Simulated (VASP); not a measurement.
Wanted: the native input for a VASP 6.6.1 run.

| Item | Value |
| --- | --- |
| Task | single point |
| Functional | r2SCAN |
| Potentials or basis | VASP PAW PBE potentials, release 64 (W_sv) |
| Cutoff | 550 eV |
| k mesh | 11 × 11 × 11 |
| Occupations | fermi-dirac, width 0.05 eV |
| Spin | no spin polarisation |
| Dipole correction | no |
| Further INCAR settings | ALGO = Normal; EDIFF = 1e-06; NBANDS = 13 |

Crystal: W.

```
CELL_PARAMETERS angstrom
0.00000 1.98856 1.98856
1.98856 0.00000 1.98856
1.98856 1.98856 0.00000
ATOMIC_POSITIONS crystal
W 0.00000 0.00000 0.00000
```

This cell differs from its parent crystal: volume scaled by 0.94.

The input as run:

POSCAR

```
W
1.0
    0.0000000000      1.9885598007      1.9885598007
    1.9885598007      0.0000000000      1.9885598007
    1.9885598007      1.9885598007      0.0000000000
W
1
Direct
    0.0000000000      0.0000000000      0.0000000000
```

INCAR.step1

```
SYSTEM = W
PREC = Accurate ; ENCUT = 550
ISMEAR = -1 ; SIGMA = 0.05
LREAL = .False. ; LASPH = .True.
NELM = 120 ; NBANDS = 13
GGA = PE ; ALGO = Normal
EDIFF = 1E-5 ; LWAVE = .True.
LCHARG = .False. ; GGA_COMPAT = .False.
```

INCAR.step2

```
SYSTEM = W
PREC = Accurate ; ENCUT = 550
EDIFF = 1E-6 ; ISMEAR = -1
SIGMA = 0.05 ; LREAL = .False.
LASPH = .True. ; NELM = 120
ALGO = Normal ; ISIF = 2
LWAVE = .False. ; LCHARG = .False.
METAGGA = R2SCAN ; LMIXTAU = .True.
NBANDS = 13 ; ISTART = 1
GGA_COMPAT = .False.
```

KPOINTS

```
Automatic mesh
0
Gamma
  11 11 11
  0 0 0
```

Potentials or basis: VASP PAW PBE potentials, release 64 (W_sv).

Command:

```bash
$ cat potpaw_PBE.64/W_sv/POTCAR > POTCAR
$ cp INCAR.step1 INCAR
$ mpirun -np 1 vasp_std > vasp.out
$ cp INCAR.step2 INCAR
$ mpirun -np 1 vasp_std > vasp.out
```

It gave:

The pressure is 10.6 GPa. The band gap on the k mesh is zero (band 7 reaches 13.81 eV, above the bottom of band 8 at 10.29 eV).

Caveat: the PAW data sets were made with another functional, which shifts forces and pressure a little; spin-orbit coupling is left out, which moves the levels of the heavy elements.

Wall time 18 s on 1 thread of Intel(R) Xeon(R) 6975P-C (Granite Rapids), with other jobs on the host, peak memory 0.14 GiB.
